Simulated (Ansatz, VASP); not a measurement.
# CdF2: VASP beside Ansatz

```xyz
3
Lattice="0.0000 2.6940 2.6940 2.6940 0.0000 2.6940 2.6940 2.6940 0.0000" Properties=species:S:1:pos:R:3 pbc="T T T"
Cd    0.0000    0.0000    0.0000
F     4.0410    4.0410    4.0410
F     1.3470    1.3470    1.3470
```

Alike in both runs: functional r2SCAN; k mesh 5 × 5 × 5; occupations fermi-dirac, width 0.05 eV; no spin polarisation.

```csv
,VASP,Ansatz
version,VASP 6.6.1,Ansatz 0.2.0
potentials or method,"VASP PAW PBE potentials, release 64 (Cd, F)",Ansatz PAW
plane-wave cutoff (eV),520,500
valence electrons in the cell,26,34
task,single point,band structure
```

```csv
,VASP,Ansatz,Ansatz less VASP
gap on the k mesh at the Fermi level (eV),3.83,3.88,+0.045
least direct gap on the mesh (eV),4.25,4.31,+0.053
pressure (GPa),1.0,0.0,-0.99
```

VASP's potentials were made for PBE, not for r2SCAN. With one functional, cell and mesh, what is left measures potentials, basis and numerics. VASP's potentials hold 26 valence electrons a cell and Ansatz's 34, so a difference there can come from the potentials and not from the codes.

Noted on Ansatz's run: the k mesh misses the band edges, so the gap on the mesh is wider than the one along the path.
